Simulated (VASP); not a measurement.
Set up this calculation in VASP 6.6.1, as the native input.

```yaml
Task: single point
Functional: LDA
Potentials_or_basis: VASP PAW LDA potentials, release 64 (Pb_d)
Cutoff: 520 eV
k_mesh: 16 × 16 × 10
Occupations: fermi-dirac, width 0.08 eV
Spin: no spin polarisation
Dipole_correction: no
Further_INCAR_settings: ALGO = Normal; EDIFF = 1e-07; NBANDS = 21
```

The structure of Pb lies in POSCAR:

```
Pb
1.0
    3.2186413936      0.0000000000      0.0000000000
   -1.6093206968      2.7874252126      0.0000000000
    0.0000000000      0.0000000000      5.3646320870
Pb
2
Direct
    0.3333333333      0.6666666667      0.2500000000
    0.6666666667      0.3333333333      0.7500000000
```

This isn't the form of Pb at room conditions, which is fcc.

The input as run:

INCAR

```
PREC = Accurate ; ENCUT = 520
EDIFF = 1E-7 ; ISMEAR = -1
SIGMA = 0.08 ; LREAL = False
LASPH = True ; NELM = 60
ALGO = Normal ; ISIF = 2
LWAVE = False ; LCHARG = False
GGA = CA ; NBANDS = 21
```

KPOINTS

```
regular mesh
0
Gamma
  16 16 10
```

Potentials or basis: VASP PAW LDA potentials, release 64 (Pb_d).

The run is started by

```console
$ cat potpaw_LDA.64/Pb_d/POTCAR > POTCAR
$ mpirun -np 1 vasp_std > vasp.out
```

Results of the run:

The pressure is 15.2 GPa and the band gap on the k mesh is zero (bands 14 and 15 overlap by 9.46 eV).

Caveat: the cell stands under pressure; spin-orbit coupling is left out, which moves the levels of the heavy elements.

Wall time 2.5 min on 1 thread of Intel Xeon 8259CL, on a shared host, peak memory 0.25 GiB.
